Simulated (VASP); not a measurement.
Write the native input for VASP 6.6.1 that does the following.

| Quantity | Value |
| --- | --- |
| Task | single point |
| Functional | r2SCAN |
| Potentials or basis | VASP PAW PBE potentials, release 64 (Pt) |
| Cutoff | 520 eV |
| k mesh | 16 × 16 × 16 |
| Occupations | fermi-dirac, width 0.05 eV |
| Spin | collinear spin, ferromagnetic start |
| Starting moments | [1.0] μB |
| Dipole correction | no |
| Further INCAR settings | ALGO = Normal; EDIFF = 1e-06; NBANDS = 15 |

Pt:

```
Pt
1.0
    -1.59072    1.59072    1.59072
     1.59072   -1.59072    1.59072
     1.59072    1.59072   -1.59072
Pt
1
Direct
  0.00000 0.00000 0.00000
```

This cell differs from its parent crystal: volume scaled by 1.04.

These files were run (other wordings do the same):

POSCAR

```
Pt
1.0
   -1.5907229518      1.5907229518      1.5907229518
    1.5907229518     -1.5907229518      1.5907229518
    1.5907229518      1.5907229518     -1.5907229518
Pt
1
Direct
    0.0000000000      0.0000000000      0.0000000000
```

INCAR.step1

```
SYSTEM = Pt
PREC = Accurate
ENCUT = 520
ISMEAR = -1
SIGMA = 0.05
LREAL = .False.
LASPH = .True.
NELM = 150
ISPIN = 2
MAGMOM = 1
LMAXMIX = 4
NBANDS = 15
GGA = PE
ALGO = Normal
EDIFF = 1E-4
LWAVE = .True.
LCHARG = .False.
```

INCAR.step2

```
SYSTEM = Pt
PREC = Accurate
ENCUT = 520
EDIFF = 1E-6
ISMEAR = -1
SIGMA = 0.05
LREAL = .False.
LASPH = .True.
NELM = 150
ALGO = Normal
ISIF = 2
LWAVE = .False.
LCHARG = .False.
ISPIN = 2
MAGMOM = 1
LORBIT = 11
LMAXMIX = 4
METAGGA = R2SCAN
LMIXTAU = .True.
NBANDS = 15
ISTART = 1
```

KPOINTS

```
Automatic mesh
0
Gamma
  16 16 16
  0 0 0
```

Potentials or basis: VASP PAW PBE potentials, release 64 (Pt).

The run is started by

```bash
$ cat potpaw_PBE.64/Pt/POTCAR > POTCAR
$ cp INCAR.step1 INCAR
$ mpirun -np 1 vasp_std > vasp.out
$ cp INCAR.step2 INCAR
$ mpirun -np 1 vasp_std > vasp.out
```

Results of the run:

| Property | Result |
| --- | --- |
| Pressure | -8.6 GPa |
| Band gap on the k mesh | zero (filled and empty bands overlap) |
| Net moment | 0.00 μB per cell |
| Valence electrons inside the program's atomic spheres | Pt 9.16 |

Caveat: the PAW data sets were made with another functional, which shifts forces and pressure a little; spin-orbit coupling is left out, which moves the levels of the heavy elements.

Run time: 89 s on 1 thread of Intel(R) Xeon(R) 6975P-C (Granite Rapids) (shared host), peak memory 0.17 GiB.
